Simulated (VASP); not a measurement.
Write the native input for VASP 6.6.1 that does the following.

```
Task                   : single point
Functional             : LDA
Potentials or basis    : VASP PAW LDA potentials, release 64 (Ni, Pt)
Cutoff                 : 520 eV
k mesh                 : 12 × 12 × 12
Occupations            : gaussian, width 0.05 eV
Spin                   : collinear spin, ferromagnetic start
Starting moments       : [0.62, 0.62, 0.62, 0.0] μB
Dipole correction      : no
Further INCAR settings : ALGO = Normal; EDIFF = 1e-07; NBANDS = 32
```

The structure of Ni3Pt lies in POSCAR:

```
Ni3Pt
1.0
    3.5379697060      0.0000000000      0.0000000000
    0.0000000000      3.5379697060      0.0000000000
    0.0000000000      0.0000000000      3.5379697060
Ni Pt
3 1
Direct
    0.5000000000      0.0000000000      0.5000000000
    0.0000000000      0.5000000000      0.5000000000
    0.5000000000      0.5000000000      0.0000000000
    0.0000000000      0.0000000000      0.0000000000
```

This cell differs from its parent crystal: volume scaled by 0.980.

One way to write it, as run:

INCAR

```
ALGO     = Normal         # electronic algorithm
EDIFF    = 1E-7           # SCF threshold, eV
ENCUT    = 520            # plane-wave cutoff, eV
GGA      = CA             # functional
ISIF     = 2              # what is computed and relaxed
ISMEAR   = 0              # smearing method
ISPIN    = 2              # spin polarisation
LASPH    = True           # aspherical terms in the spheres
LCHARG   = False          # write CHGCAR
LMAXMIX  = 4              # l up to which the mixer works
LORBIT   = 11             # projections on sites
LREAL    = False          # projectors in reciprocal space
LWAVE    = False          # write WAVECAR
MAGMOM   = 0.62 0.62 0.62 0 # initial moments
NBANDS   = 32             # bands
NELM     = 150            # most SCF steps
PREC     = Accurate       # precision mode
SIGMA    = 0.05           # smearing width, eV
```

KPOINTS

```
k-points
0
Gamma
  12 12 12
```

Potentials or basis: VASP PAW LDA potentials, release 64 (Ni, Pt).

The run is started by

```console
$ cat potpaw_LDA.64/Ni/POTCAR potpaw_LDA.64/Pt/POTCAR > POTCAR
$ mpirun -np 1 vasp_std > vasp.out
```

It gave:

```yaml
Pressure: 5.7 GPa
Net_moment: 1.79 μB per cell
Site_moments: Ni +0.51; Pt +0.26 μB
Valence_electrons_inside_the_program's_atomic_spheres: Ni 9.45; Pt 9.65
```

It took 2.7 min on 1 thread of Intel(R) Xeon(R) Platinum 8559C (Emerald Rapids) (shared host), peak memory 0.28 GiB.
